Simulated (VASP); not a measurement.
# InPt3 (Pm-3m) in VASP: further runs, part 2 of 2

VASP 6.6.1. Earlier steps stand in the parts before.

## Step 3: Single point, LDA

This run uses another cell than the first one, of 15.60 Å³/atom.

INCAR

```
PREC     = Accurate       # precision mode
ENCUT    = 520            # plane-wave cutoff, eV
EDIFF    = 1E-6           # SCF threshold, eV
ISMEAR   = -1             # smearing method
SIGMA    = 0.15           # smearing width, eV
LREAL    = False          # projectors in reciprocal space
LASPH    = True           # aspherical terms in the spheres
NELM     = 100            # most SCF steps
ALGO     = Normal         # electronic algorithm
ISIF     = 2              # what is computed and relaxed
LWAVE    = False          # write WAVECAR
LCHARG   = False          # write CHGCAR
GGA      = CA             # functional
NBANDS   = 30             # bands
```

KPOINTS

```
Automatic mesh
0
Gamma
  10 10 10
```

POSCAR

```
InPt3
1.0
    3.9663730298      0.0000000000      0.0000000000
    0.0000000000      3.9663730298      0.0000000000
    0.0000000000      0.0000000000      3.9663730298
In Pt
1 3
Direct
    0.0000000000      0.0000000000      0.0000000000
    0.5000000000      0.5000000000      0.0000000000
    0.0000000000      0.5000000000      0.5000000000
    0.5000000000      0.0000000000      0.5000000000
```

Potentials or basis: VASP PAW LDA potentials, release 64 (In_d, Pt).

Run with:

```console
> cat potpaw_LDA.64/In_d/POTCAR potpaw_LDA.64/Pt/POTCAR > POTCAR
> mpirun -np 1 vasp_std > vasp.out
```

OUTCAR:

```text
PREC = Accurate
   ENCUT = 520
   EDIFF = 1E-6
   ISMEAR = -1
   LREAL = False
   LASPH = True
   NELM = 100
   ISIF = 2
   GGA = CA

 ion  position               nearest neighbor table
   1  0.000  0.000  0.000-   2 2.80   3 2.80   4 2.80   3 2.80   4 2.80   2 2.80   3 2.80   3 2.80
                             2 2.80   4 2.80   4 2.80   2 2.80
   2  0.500  0.500  0.000-   1 2.80   3 2.80   4 2.80   3 2.80   4 2.80   1 2.80   4 2.80   4 2.80
                             1 2.80   3 2.80   3 2.80   1 2.80
   3  0.000  0.500  0.500-   1 2.80   2 2.80   4 2.80   1 2.80   2 2.80   1 2.80   4 2.80   1 2.80
                             2 2.80   4 2.80   2 2.80   4 2.80
   4  0.500  0.000  0.500-   1 2.80   2 2.80   3 2.80   1 2.80   2 2.80   2 2.80   3 2.80   2 2.80
                             1 2.80   3 2.80   1 2.80   3 2.80

  LATTYP: Found a simple cubic cell.
 ALAT       =     3.9663730298

  Lattice vectors:

 A1 = (   3.9663730298,   0.0000000000,   0.0000000000)
 A2 = (   0.0000000000,   3.9663730298,   0.0000000000)
 A3 = (   0.0000000000,   0.0000000000,   3.9663730298)

Analysis of symmetry for initial positions (statically):
=====================================================================
 Subroutine PRICEL returns:
 Original cell was already a primitive cell.
[... 178 lines left out ...]
 fundamental gap:      0.0052319338
 Fermi energy:        11.3322462732

 k-point     1 :       0.0000    0.0000    0.0000
  band No.  band energies     occupation
      1      -3.0487      2.00000
      2      -3.0487      2.00000
      3      -2.9809      2.00000
      4      -2.9809      2.00000
      5      -2.9809      2.00000
      6       0.5204      2.00000
[... 781 lines left out ...]
     29      21.3054      0.00000
     30      21.9904      0.00000

 [... further k-points ...]

------------------------ aborting loop because EDIFF is reached ----------------------------------------

  FORCE on cell =-STRESS in cart. coord.  units (eV):
  Direction    XX          YY          ZZ          XY          YZ          ZX
  --------------------------------------------------------------------------------------
  -------------------------------------------------------------------------------------
  Total        0.3176755      0.3176755      0.3176755      0.0000000     -0.0000000      0.0000000
  in kB        8.1566832      8.1566832      8.1566832      0.0000000     -0.0000000      0.0000000
  external PRESSURE =       8.1566832 kB  Pullay stress =       0.0000000 kB

 VOLUME and BASIS-vectors are now :
 -----------------------------------------------------------------------------
  energy-cutoff  :      520.00
  volume of cell :       62.40
      direct lattice vectors                 reciprocal lattice vectors
     3.966373030  0.000000000  0.000000000     0.252119504  0.000000000  0.000000000
     0.000000000  3.966373030  0.000000000     0.000000000  0.252119504  0.000000000
     0.000000000  0.000000000  3.966373030     0.000000000  0.000000000  0.252119504

 POSITION                                       TOTAL-FORCE (eV/Angst)
 -----------------------------------------------------------------------------------
      0.00000      0.00000      0.00000         0.000000      0.000000      0.000000
      1.98319      1.98319      0.00000         0.000000      0.000000      0.000000
      0.00000      1.98319      1.98319         0.000000      0.000000      0.000000
      1.98319      0.00000      1.98319         0.000000      0.000000      0.000000
 -----------------------------------------------------------------------------------
    total drift:                                0.000000      0.000000     -0.000000

  FREE ENERGIE OF THE ION-ELECTRON SYSTEM (eV)
  ---------------------------------------------------
  free  energy   TOTEN  =       -27.3703822873 eV

  energy  without entropy=      -27.1815730368  energy(sigma->0) =      -27.27597766
```

OSZICAR:

```text
N       E                     dE             d eps       ncg     rms          rms(c)
DAV:   1     0.380786836432E+03    0.38079E+03   -0.20134E+04  3398   0.173E+03
DAV:   2     0.494156352833E+01   -0.37585E+03   -0.35429E+03  3608   0.442E+02
DAV:   3    -0.276997076439E+02   -0.32641E+02   -0.31428E+02  3756   0.120E+02
DAV:   4    -0.286650396731E+02   -0.96533E+00   -0.96215E+00  3934   0.196E+01
DAV:   5    -0.287030443324E+02   -0.38005E-01   -0.38001E-01  4644   0.411E+00    0.196E+01
DAV:   6    -0.275237261381E+02    0.11793E+01   -0.30910E+00  3876   0.115E+01    0.970E+00
DAV:   7    -0.273946382653E+02    0.12909E+00   -0.14224E-01  4670   0.606E+00    0.441E+00
DAV:   8    -0.273719627492E+02    0.22676E-01   -0.35572E-02  5078   0.161E+00    0.529E-01
DAV:   9    -0.273704004210E+02    0.15623E-02   -0.57914E-03  4642   0.104E+00    0.214E-01
DAV:  10    -0.273703827343E+02    0.17687E-04   -0.17015E-04  3918   0.866E-02    0.727E-02
DAV:  11    -0.273703822873E+02    0.44698E-06   -0.72026E-06  4272   0.206E-02
   1 F= -.27370382E+02 E0= -.27275978E+02  d E =-.188809E+00
```

stdout:

```text
POSCAR found type information on POSCAR InPt
 POSCAR found :  2 types and       4 ions
 scaLAPACK will be used
 LDA part: xc-table for (Slater(with rela. corr.)+CA(PZ))
 , standard interpolation
 POSCAR, INCAR and KPOINTS ok, starting setup
 FFT: planning ... GRIDC
 FFT: planning ... GRID_SOFT
 FFT: planning ... GRID
 WAVECAR not read
 entering main loop
```

Run time: 44 s. Hardware: 1 thread of Intel Xeon Platinum 8488C (Sapphire Rapids), shared host; peak memory 0.21 GiB.

Results:

```
Free energy            : -27.3704 eV
Pressure               : 0.8 GPa
Band gap on the k mesh : zero (an odd number of electrons rules out a gap without spin polarisation)
```

Caveat: spin-orbit coupling is left out, which moves the levels of the heavy elements.

## Step 4: Single point, LDA (15.91 Å³/atom)

This run uses another cell than the first one, of 15.91 Å³/atom.

INCAR

```
PREC = Accurate
ENCUT = 520
EDIFF = 1E-6
ISMEAR = -1
SIGMA = 0.15
LREAL = F
LASPH = T
NELM = 60
ALGO = Normal
ISIF = 2
LWAVE = F
LCHARG = F
NBANDS = 30
```

KPOINTS is that of step 3.

POSCAR

```
InPt3
1.0
    3.9926411664      0.0000000000      0.0000000000
    0.0000000000      3.9926411664      0.0000000000
    0.0000000000      0.0000000000      3.9926411664
In Pt
1 3
Direct
    0.0000000000      0.0000000000      0.0000000000
    0.5000000000      0.5000000000      0.0000000000
    0.0000000000      0.5000000000      0.5000000000
    0.5000000000      0.0000000000      0.5000000000
```

Potentials or basis: VASP PAW LDA potentials, release 64 (In_d, Pt).

Run with:

```console
> cat potpaw_LDA.64/In_d/POTCAR potpaw_LDA.64/Pt/POTCAR > POTCAR
> mpirun -np 1 vasp_std > vasp.out
```

OUTCAR:

```text
PREC = Accurate
   ENCUT = 520
   EDIFF = 1E-6
   ISMEAR = -1
   LREAL = F
   LASPH = T
   NELM = 60
   ISIF = 2

 ion  position               nearest neighbor table
   1  0.000  0.000  0.000-   2 2.82   3 2.82   4 2.82   3 2.82   4 2.82   2 2.82   3 2.82   3 2.82
                             2 2.82   4 2.82   4 2.82   2 2.82
   2  0.500  0.500  0.000-   1 2.82   3 2.82   4 2.82   3 2.82   4 2.82   1 2.82   4 2.82   4 2.82
                             1 2.82   3 2.82   3 2.82   1 2.82
   3  0.000  0.500  0.500-   1 2.82   2 2.82   4 2.82   1 2.82   2 2.82   1 2.82   4 2.82   1 2.82
                             2 2.82   4 2.82   2 2.82   4 2.82
   4  0.500  0.000  0.500-   1 2.82   2 2.82   3 2.82   1 2.82   2 2.82   2 2.82   3 2.82   2 2.82
                             1 2.82   3 2.82   1 2.82   3 2.82

  LATTYP: Found a simple cubic cell.
 ALAT       =     3.9926411664

  Lattice vectors:

 A1 = (   3.9926411664,   0.0000000000,   0.0000000000)
 A2 = (   0.0000000000,   3.9926411664,   0.0000000000)
 A3 = (   0.0000000000,   0.0000000000,   3.9926411664)

Analysis of symmetry for initial positions (statically):
=====================================================================
 Subroutine PRICEL returns:
 Original cell was already a primitive cell.

 Routine SETGRP: Setting up the symmetry group for a
 simple cubic supercell.

 Subroutine GETGRP returns: Found 48 space group operations
 (whereof 48 operations were pure point group operations)
 out of a pool of 48 trial point group operations.

The static configuration has the point symmetry O_h .

Analysis of symmetry for dynamics (positions and initial velocities):
=====================================================================
 Subroutine PRICEL returns:
 Original cell was already a primitive cell.

 Routine SETGRP: Setting up the symmetry group for a
 simple cubic supercell.

 Subroutine GETGRP returns: Found 48 space group operations
 (whereof 48 operations were pure point group operations)
 out of a pool of 48 trial point group operations.

The dynamic configuration has the point symmetry O_h .

 Subroutine INISYM returns: Found 48 space group operations
 (whereof 48 operations are pure point group operations),
 and found     1 'primitive' translations

----------------------------------------------------------------------------------------

                                     Primitive cell

  volume of cell :      63.6474

  direct lattice vectors                    reciprocal lattice vectors
     3.992641166  0.000000000  0.000000000     0.250460775  0.000000000  0.000000000
     0.000000000  3.992641166  0.000000000     0.000000000  0.250460775  0.000000000
     0.000000000  0.000000000  3.992641166     0.000000000  0.000000000  0.250460775

  length of vectors
     3.992641166  3.992641166  3.992641166     0.250460775  0.250460775  0.250460775

  position of ions in fractional coordinates (direct lattice)
     0.000000000  0.000000000  0.000000000
     0.500000000  0.500000000  0.000000000
     0.000000000  0.500000000  0.500000000
     0.500000000  0.000000000  0.500000000

  ion indices of the primitive-cell ions
   primitive index   ion index
                 1           1
                 2           2
                 3           3
                 4           4

[... 23 lines left out ...]

 Found     56 irreducible k-points:

 Following reciprocal coordinates:
            Coordinates               Weight
  0.000000  0.000000  0.000000      1.000000
  0.100000  0.000000  0.000000      6.000000
  0.200000  0.000000  0.000000      6.000000
  0.300000  0.000000  0.000000      6.000000
  0.400000  0.000000  0.000000      6.000000
  0.500000  0.000000  0.000000      3.000000
[... 16 lines left out ...]
  0.200000  0.100000  0.100000     24.000000
  0.300000  0.100000  0.100000     24.000000
 [... further k-points ...]
   k-points           NKPTS =     56   k-points in BZ     NKDIM =     56   number of bands    NBANDS=     30
   number of dos      NEDOS =    301   number of ions     NIONS =      4
   total plane-waves  NPLWV =  27000
   dimension x,y,z NGX =    30 NGY =   30 NGZ =   30
   dimension x,y,z NGXF=    60 NGYF=   60 NGZF=   60
   ions per type =               1   3
   NGX,Y,Z   is equivalent  to a cutoff of  12.49, 12.49, 12.49 a.u.
   NGXF,Y,Z  is equivalent  to a cutoff of  24.98, 24.98, 24.98 a.u.
 SYSTEM =  unknown system
   PREC   = accura    normal or accurate (medium, high low for compatibility)
   ISTART =      0    job   : 0-new  1-cont  2-samecut
   ICHARG =      2    charge: 1-file 2-atom 10-const
   ISPIN  =      1    spin polarized calculation?
   LNONCOLLINEAR =      F non collinear calculations
   LSORBIT =      F    spin-orbit coupling
   LASPH  =      T    aspherical Exc in radial PAW
   ENCUT  =  520.0 eV  38.22 Ry    6.18 a.u.   7.42  7.42  7.42*2*pi/ulx,y,z
   NELM   =     60;   NELMIN=  2; NELMDL= -5     # of ELM steps
   EDIFF  = 0.1E-05   stopping-criterion for ELM
   LREAL  =      F    real-space projection
   EDIFFG = 0.1E-04   stopping-criterion for IOM
   NSW    =      0    number of steps for IOM
   IBRION =     -1    ionic relax: 0-MD 1-quasi-New 2-CG
   NFREE  =      0    steps in history (QN), initial steepest desc. (CG)
   ISIF   =      2    stress and relaxation
   ISYM   =      2    0-nonsym 1-usesym 2-fastsym
   POTIM  = 0.5000    time-step for ionic-motion
   TEBEG  =    0.0;   TEEND  =   0.0 temperature during run
   PSTRESS=    0.0 pullay stress
   NELECT =      43.0000    total number of electrons
   NUPDOWN=      -1.0000    fix difference up-down
   EMIN   =  10.00;   EMAX   =-10.00  energy-range for DOS
   EFERMI =   0.00;   METHOD = LEGACY
   ISMEAR =    -1;   SIGMA  =   0.15  broadening in eV -4-tet -1-fermi 0-gaus
   EFERMI_NEDOS =   21; number of points for ismear=-14 and -15
   IALGO  =     38    algorithm
   IMIX   =      4    mixing-type and parameters
     AMIX     =   0.40;   BMIX     =  1.00
     AMIX_MAG =   1.60;   BMIX_MAG =  1.00
  volume/ion in A,a.u.               =      15.91       107.38
  Fermi-wavevector in a.u.,A,eV,Ry     =   1.436495  2.714581 28.075855  2.063517
  Thomas-Fermi vector in A             =   2.555677
   LORBIT       =      0    0 simple, 1 ext, 2 COOP (PROOUT), +10 PAW based schemes
   GGA     = CA    functional components
   LHFCALC =     F    Hartree Fock is set to
   AEXX    =    0.0000 exact exchange contribution
   IVDW    =     0    specifies the selected vdW correction
   LEPSILON=     F    determine dielectric tensor
   LRPA    =     F    only Hartree local field effects (RPA)
 non-spin polarized calculation
  energy-cutoff  :      520.00
  volume of cell :       63.65
 maximum number of plane-waves:      1743
 NGX is ok and might be reduce to    30
   NGX = 15   NGY = 15   NGZ = 15

 number of electron      43.0000020 magnetization

 Free energy of the ion-electron system (eV)
  ---------------------------------------------------
  ext. energy  EPLUGINS =         0.00000000
  ---------------------------------------------------
  free energy    TOTEN  =       -27.35914582 eV

  energy without entropy =      -27.16523979  energy(sigma->0) =      -27.26219281

 E-fermi :  10.9689     XC(G=0): -13.3001

 val. band max:       10.9670406338   @ k =   0.0000   0.0000   0.0000
 cond. band min:      10.9695092749   @ k =   0.5000   0.4000   0.4000
 fundamental gap:      0.0024686411
 Fermi energy:        10.9689427998

 k-point     1 :       0.0000    0.0000    0.0000
  band No.  band energies     occupation
      1      -3.3491      2.00000
      2      -3.3491      2.00000
      3      -3.2868      2.00000
      4      -3.2868      2.00000
      5      -3.2868      2.00000
      6       0.3635      2.00000
[... 781 lines left out ...]
     29      20.7874      0.00000
     30      21.5058      0.00000

 [... further k-points ...]

------------------------ aborting loop because EDIFF is reached ----------------------------------------

  FORCE on cell =-STRESS in cart. coord.  units (eV):
  Direction    XX          YY          ZZ          XY          YZ          ZX
  --------------------------------------------------------------------------------------
  -------------------------------------------------------------------------------------
  Total       -1.5200487     -1.5200487     -1.5200487      0.0000000     -0.0000000      0.0000000
  in kB      -38.2637238    -38.2637238    -38.2637238      0.0000000     -0.0000000      0.0000000
  external PRESSURE =     -38.2637238 kB  Pullay stress =       0.0000000 kB

 VOLUME and BASIS-vectors are now :
 -----------------------------------------------------------------------------
  energy-cutoff  :      520.00
  volume of cell :       63.65
      direct lattice vectors                 reciprocal lattice vectors
     3.992641166  0.000000000  0.000000000     0.250460775  0.000000000  0.000000000
     0.000000000  3.992641166  0.000000000     0.000000000  0.250460775  0.000000000
     0.000000000  0.000000000  3.992641166     0.000000000  0.000000000  0.250460775

 POSITION                                       TOTAL-FORCE (eV/Angst)
 -----------------------------------------------------------------------------------
      0.00000      0.00000      0.00000         0.000000      0.000000      0.000000
      1.99632      1.99632      0.00000         0.000000      0.000000      0.000000
      0.00000      1.99632      1.99632         0.000000      0.000000      0.000000
      1.99632      0.00000      1.99632         0.000000      0.000000      0.000000
 -----------------------------------------------------------------------------------
    total drift:                                0.000000      0.000000     -0.000000

  FREE ENERGIE OF THE ION-ELECTRON SYSTEM (eV)
  ---------------------------------------------------
  free  energy   TOTEN  =       -27.3591458236 eV

  energy  without entropy=      -27.1652397916  energy(sigma->0) =      -27.26219281
```

Wall time 44 s (1 thread of Intel Xeon Platinum 8488C (Sapphire Rapids), shared host); peak memory 0.21 GiB.

Results:

```
Free energy            : -27.3591 eV
Pressure               : -3.8 GPa
Band gap on the k mesh : zero (an odd number of electrons rules out a gap without spin polarisation)
```

Levels at points of the mesh, in eV from the Fermi level:
```
           k point  band 20  band 21  band 22  band 23  band 24  band 25
(0.00, 0.00, 0.00)     0.28     0.28     0.48     0.48     0.48     5.59
(0.50, 0.00, 0.00)    -1.92    -0.75     0.48     3.97     5.75     5.75
(0.50, 0.50, 0.00)    -1.63    -1.59    -0.55     1.48     1.48     7.16
(0.50, 0.50, 0.50)    -1.54    -0.31     0.05     0.05     0.05     3.11
```

Caveat: the cell stands under tension; spin-orbit coupling is left out, which moves the levels of the heavy elements.

## Step 5: Summary

```tsv
cell	gap on the mesh (eV)	pressure (GPa)
a = 3.940 Å, 4 atoms	none	6.1
a = 3.966 Å, 4 atoms	none	0.8
a = 3.993 Å, 4 atoms	none	-3.8
```

Alike in all rows: task single point; level LDA; potentials or basis VASP PAW LDA potentials, release 64 (In_d, Pt); no spin polarisation; k mesh 10 × 10 × 10; cutoff (eV) 520; smearing fermi-dirac 0.15 eV.

Caveats: spin-orbit coupling is left out, which moves the levels of the heavy elements; the cell stands under pressure (at least some runs); the cell stands under tension (at least some runs).

Absolute energies hang on the potentials; compare differences alone.
